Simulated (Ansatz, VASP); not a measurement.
## MnCl3: VASP beside Ansatz

File INCAR:

```
SYSTEM = MnCl3
PREC     = Accurate       ! precision mode
ENCUT    = 520            ! plane-wave cutoff, eV
EDIFF    = 1E-7           ! SCF threshold, eV
ISMEAR   = 0              ! smearing method
SIGMA    = 0.1            ! smearing width, eV
LREAL    = .FALSE.        ! projectors in reciprocal space
LASPH    = .TRUE.         ! aspherical terms in the spheres
NELM     = 150            ! most SCF steps
ALGO     = Normal         ! electronic algorithm
ISIF     = 2              ! what is computed and relaxed
LWAVE    = .FALSE.        ! write WAVECAR
LCHARG   = .FALSE.        ! write CHGCAR
ISPIN    = 2              ! spin polarisation
MAGMOM   = 4 0 0 0        ! initial moments
LORBIT   = 11             ! projections on sites
LMAXMIX  = 4              ! l up to which the mixer works
GGA      = PE             ! functional
NBANDS   = 29             ! bands
```

The input KPOINTS:

```
Automatic mesh
0
G
  4 4 4
  0 0 0
```

Contents of POSCAR:

```
MnCl3
1.0
    0.0000000000      4.0426333600      4.0426333600
    4.0426333600      0.0000000000      4.0426333600
    4.0426333600      4.0426333600      0.0000000000
Mn Cl
1 3
Direct
    0.0000000000      0.0000000000      0.0000000000
    0.2500000000      0.2500000000      0.2500000000
    0.7500000000      0.7500000000      0.7500000000
    0.5000000000      0.5000000000      0.5000000000
```

Input for Ansatz:

```yaml
crystal:
  lattice:
    - [0.0, 4.04263336, 4.04263336]
    - [4.04263336, 0.0, 4.04263336]
    - [4.04263336, 4.04263336, 0.0]
  atoms:
    - { symbol: Mn, position: [0.0, 0.0, 0.0], spin: 4.0 }
    - { symbol: Cl, position: [0.25, 0.25, 0.25] }
    - { symbol: Cl, position: [0.75, 0.75, 0.75] }
    - { symbol: Cl, position: [0.5, 0.5, 0.5] }
basis:
  ecutwfc: 420
kpoints:
  mp_grid: { grid: [4, 4, 4] }
hamiltonian:
  xc: pbe
scf:
  occupations: { method: gaussian, width: 0.1 }
  lower_state_search: "off"
output:
  forces: true
  stress: true
  eigenvalues: true
  populations: true
magnetization:
  spin_polarized: true
```

Change from the starting cell: species swapped into the Na3In type (Fm-3m, No. 225).

Alike in both runs: task single point; functional PBE; k mesh 4 × 4 × 4; occupations gaussian, width 0.1 eV; collinear spin.

|  | VASP | Ansatz |
| --- | --- | --- |
| version | VASP 6.6.1 | Ansatz 0.2.0 |
| potentials or method | VASP PAW PBE potentials, release 64 (Mn_pv, Cl), cutoff 520 eV | scalar-relativistic, plane waves, PAW |
| valence electrons in the cell | 34 | 36 |

```csv
,VASP,Ansatz,Ansatz less VASP
gap on the k mesh at the Fermi level (eV),none,none,-
pressure (GPa),-6.7,-6.7,+0.04
net moment per atom (μB),1.00,1.00,0.000
size of the moment on the site where the two differ most (μB),4.63,4.89,+0.255
```

Site moments also hang on the region over which each program counts them. A gap of «none» marks a metal or a gap that the smearing closes. VASP's potentials hold 34 valence electrons a cell and Ansatz's 36, so a difference there can come from the potentials and not from the codes.
